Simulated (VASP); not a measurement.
# Al (P6_3/mmc) in VASP: a series of runs, part 2 of 2

VASP 6.6.1. The steps go on from the part before.

## Step 5: Single point, PBE (volume scaled by 0.95)

The input, INCAR:

```
SYSTEM = Al
ALGO = Normal
EDIFF = 1E-6
ENCUT = 520
GGA = PE
ISIF = 2
ISMEAR = -1
LASPH = .True.
LCHARG = .False.
LREAL = .False.
LWAVE = .False.
NBANDS = 10
NELM = 100
PREC = Accurate
SIGMA = 0.08
```

The input, KPOINTS:

```
k-points
0
Gamma
  15 15 8
  0 0 0
```

The input, POSCAR:

```
Al
1.0
    2.8097283836      0.0000000000      0.0000000000
   -1.4048641918      2.4332961579      0.0000000000
    0.0000000000      0.0000000000      4.6279511020
Al
2
Direct
    0.3333333333      0.6666666667      0.2500000000
    0.6666666667      0.3333333333      0.7500000000
```

Potentials or basis: VASP PAW PBE potentials, release 64 (Al).

Run with:

```console
$ cat potpaw_PBE.64/Al/POTCAR > POTCAR
$ mpirun -np 1 vasp_std > vasp.out
```

OUTCAR:

```text
SYSTEM = Al
   EDIFF = 1E-6
   ENCUT = 520
   GGA = PE
   ISIF = 2
   ISMEAR = -1
   LASPH = .True.
   LREAL = .False.
   NELM = 100
   PREC = Accurate

 ion  position               nearest neighbor table
   1  0.333  0.667  0.250-   2 2.83   2 2.83   2 2.83   2 2.83   2 2.83   2 2.83
   2  0.667  0.333  0.750-   1 2.83   1 2.83   1 2.83   1 2.83   1 2.83   1 2.83

  LATTYP: Found a hexagonal cell.
 ALAT       =     2.8097283836
 C/A-ratio  =     1.6471168989

  Lattice vectors:

 A1 = (   2.8097283836,   0.0000000000,   0.0000000000)
 A2 = (  -1.4048641918,   2.4332961579,   0.0000000000)
 A3 = (   0.0000000000,   0.0000000000,   4.6279511020)

Analysis of symmetry for initial positions (statically):
=====================================================================
 Subroutine PRICEL returns:
 Original cell was already a primitive cell.

 Routine SETGRP: Setting up the symmetry group for a
 hexagonal supercell.

 Subroutine GETGRP returns: Found 24 space group operations
 (whereof 12 operations were pure point group operations)
 out of a pool of 24 trial point group operations.

The static configuration has the point symmetry D_3d.
 The point group associated with its full space group is D_6h.

Analysis of symmetry for dynamics (positions and initial velocities):
=====================================================================
 Subroutine PRICEL returns:
 Original cell was already a primitive cell.

 Routine SETGRP: Setting up the symmetry group for a
 hexagonal supercell.

 Subroutine GETGRP returns: Found 24 space group operations
 (whereof 12 operations were pure point group operations)
 out of a pool of 24 trial point group operations.

The dynamic configuration has the point symmetry D_3d.
 The point group associated with its full space group is D_6h.

 Subroutine INISYM returns: Found 24 space group operations
 (whereof 12 operations are pure point group operations),
 and found     1 'primitive' translations

[... 119 lines left out ...]
   GGA     = PE    functional components
   LHFCALC =     F    Hartree Fock is set to
   AEXX    =    0.0000 exact exchange contribution
   IVDW    =     0    specifies the selected vdW correction
   LEPSILON=     F    determine dielectric tensor
   LRPA    =     F    only Hartree local field effects (RPA)
 non-spin polarized calculation
  energy-cutoff  :      520.00
  volume of cell :       31.64
 maximum number of plane-waves:       867
 NGX is ok and might be reduce to    24
   NGX = 11   NGY = 11   NGZ = 17

 number of electron       6.0000000 magnetization

 Free energy of the ion-electron system (eV)
  ---------------------------------------------------
  ext. energy  EPLUGINS =         0.00000000
  ---------------------------------------------------
  free energy    TOTEN  =        -7.41883292 eV

  energy without entropy =       -7.40336964  energy(sigma->0) =       -7.41110128

 E-fermi :   8.4670     XC(G=0): -10.3513

 val. band max:        8.4391087150   @ k =   0.3333   0.0667   0.5000
 cond. band min:       8.5455785785   @ k =   0.3333   0.0000   0.1250
 fundamental gap:      0.1064698635
 Fermi energy:         8.4669933098

 k-point     1 :       0.0000    0.0000    0.0000
  band No.  band energies     occupation
      1      -2.9847      2.00000
      2       3.6381      2.00000
      3       3.8989      2.00000
      4      19.5144      0.00000
      5      19.5144      0.00000
      6      19.7782      0.00000
      7      19.7782      0.00000
      8      20.6557      0.00000
      9      22.9998      0.00000
     10      23.0317      0.00000
[... 287 lines left out ...]
 k-point    24 :       0.4000    0.2000    0.0000
  band No.  band energies     occupation
      1       3.7677      2.00000
      2       3.8824      2.00000
      3       8.3243      1.71226
      4       9.7268      0.00000
      5      10.2138      0.00000
      6      10.5460      0.00000
      7      11.7191      0.00000
      8      15.0070      0.00000
      9      15.5493      0.00000
     10      22.4225      0.00000

 [... further k-points ...]

------------------------ aborting loop because EDIFF is reached ----------------------------------------

  FORCE on cell =-STRESS in cart. coord.  units (eV):
  Direction    XX          YY          ZZ          XY          YZ          ZX
  --------------------------------------------------------------------------------------
  -------------------------------------------------------------------------------------
  Total        0.8367060      0.8367060      0.8390995      0.0000000      0.0000000      0.0000000
  in kB       42.3677498     42.3677498     42.4889479      0.0000000      0.0000000      0.0000000
  external PRESSURE =      42.4081492 kB  Pullay stress =       0.0000000 kB

 VOLUME and BASIS-vectors are now :
 -----------------------------------------------------------------------------
  energy-cutoff  :      520.00
  volume of cell :       31.64
      direct lattice vectors                 reciprocal lattice vectors
     2.809728384  0.000000000  0.000000000     0.355906288  0.205482591  0.000000000
    -1.404864192  2.433296158  0.000000000     0.000000000  0.410965183  0.000000000
     0.000000000  0.000000000  4.627951102     0.000000000  0.000000000  0.216078342

 POSITION                                       TOTAL-FORCE (eV/Angst)
 -----------------------------------------------------------------------------------
     -0.00000      1.62220      1.15699        -0.000000      0.000000      0.000000
      1.40486      0.81110      3.47096         0.000000     -0.000000      0.000000
 -----------------------------------------------------------------------------------
    total drift:                                0.000000     -0.000000     -0.000000

  FREE ENERGIE OF THE ION-ELECTRON SYSTEM (eV)
  ---------------------------------------------------
  free  energy   TOTEN  =        -7.4188329192 eV

  energy  without entropy=       -7.4033696361  energy(sigma->0) =       -7.41110128
```

OSZICAR:

```text
N       E                     dE             d eps       ncg     rms          rms(c)
DAV:   1     0.116772183249E+00    0.11677E+00   -0.24120E+03  2700   0.483E+02
DAV:   2    -0.729635829323E+01   -0.74131E+01   -0.71612E+01  3564   0.562E+01
DAV:   3    -0.746843091563E+01   -0.17207E+00   -0.17118E+00  3598   0.678E+00
DAV:   4    -0.746914581150E+01   -0.71490E-03   -0.71480E-03  3178   0.478E-01
DAV:   5    -0.746915179832E+01   -0.59868E-05   -0.59863E-05  3210   0.460E-02    0.191E+00
DAV:   6    -0.743976028726E+01    0.29392E-01   -0.29649E-03  3052   0.298E-01    0.111E+00
DAV:   7    -0.741892878441E+01    0.20832E-01   -0.85557E-03  2862   0.469E-01    0.180E-01
DAV:   8    -0.741883740409E+01    0.91380E-04   -0.85845E-05  3864   0.549E-02    0.255E-02
DAV:   9    -0.741883379407E+01    0.36100E-05   -0.14851E-06  3108   0.666E-03    0.183E-03
DAV:  10    -0.741883291915E+01    0.87492E-06   -0.24155E-08  1702   0.943E-04
   1 F= -.74188329E+01 E0= -.74111013E+01  d E =-.154633E-01
```

Wall time 30 s (1 thread of Intel Xeon 8259CL, shared host); peak memory 0.17 GiB.

Results:

```yaml
Free_energy: -7.4188 eV
Pressure: 4.2 GPa
Band_gap_on_the_k_mesh: zero (band 3 reaches 12.69 eV, above the bottom of band 4 at 5.28 eV)
```

Caveat: the cell differs from its parent crystal (volume scaled by 0.95).

## Step 6: Single point, PBE

This run uses another cell than the first one, of 16.65 Å³/atom, 1.176 times its volume.

The input, INCAR:

```
ALGO = Normal
EDIFF = 1E-6
ENCUT = 520
GGA = PE
ISIF = 2
ISMEAR = -1
LASPH = T
LCHARG = F
LREAL = F
LWAVE = F
NBANDS = 10
NELM = 60
PREC = Accurate
SIGMA = 0.08
```

The input, KPOINTS:

```
k-points
0
Gamma
  15 15 8
```

The input, POSCAR:

```
Al
1.0
    2.8549204344      0.0000000000      0.0000000000
   -1.4274602172      2.4724336220      0.0000000000
    0.0000000000      0.0000000000      4.7185201663
Al
2
Direct
    0.3333333333      0.6666666667      0.2500000000
    0.6666666667      0.3333333333      0.7500000000
```

Potentials or basis: VASP PAW PBE potentials, release 64 (Al).

Run with:

```console
$ cat potpaw_PBE.64/Al/POTCAR > POTCAR
$ mpirun -np 1 vasp_std > vasp.out
```

It took 36 s on 1 thread of Intel Xeon 8259CL, shared host; peak memory 0.17 GiB.

It converged, with:

```
Free energy            : -7.4398 eV
Pressure               : 0.0 GPa
Band gap on the k mesh : zero (band 3 reaches 12.00 eV, above the bottom of band 4 at 4.80 eV)
```

Levels at points of the mesh, in eV from the Fermi level:
```csv
k point,band 1,band 2,band 3,band 4,band 5,band 6,band 7,band 8
"(0.00, 0.00, 0.00)",-11.09,-4.63,-4.53,10.67,10.67,11.07,11.07,11.89
"(0.00, 0.00, 0.50)",-9.43,-9.43,3.19,3.19,11.89,11.89,11.89,11.89
```

## Step 7: Overview

| cell | gap on the mesh (eV) | pressure (GPa) |
| --- | --- | --- |
| a = 2.709, b = 2.709, c = 4.456 Å, angles 90.0, 90.0, 120.0°, 2 atoms | none | 17.3 |
| a = 2.810, b = 2.810, c = 4.628 Å, angles 90.0, 90.0, 120.0°, 2 atoms | none | 4.2 |
| a = 2.855, b = 2.855, c = 4.719 Å, angles 90.0, 90.0, 120.0°, 2 atoms | none | 0.0 |

Alike in all rows: task single point; level PBE; potentials or basis VASP PAW PBE potentials, release 64 (Al); no spin polarisation; k mesh 15 × 15 × 8; cutoff (eV) 520; smearing fermi-dirac 0.08 eV.

Absolute energies hang on the potentials; compare differences alone.
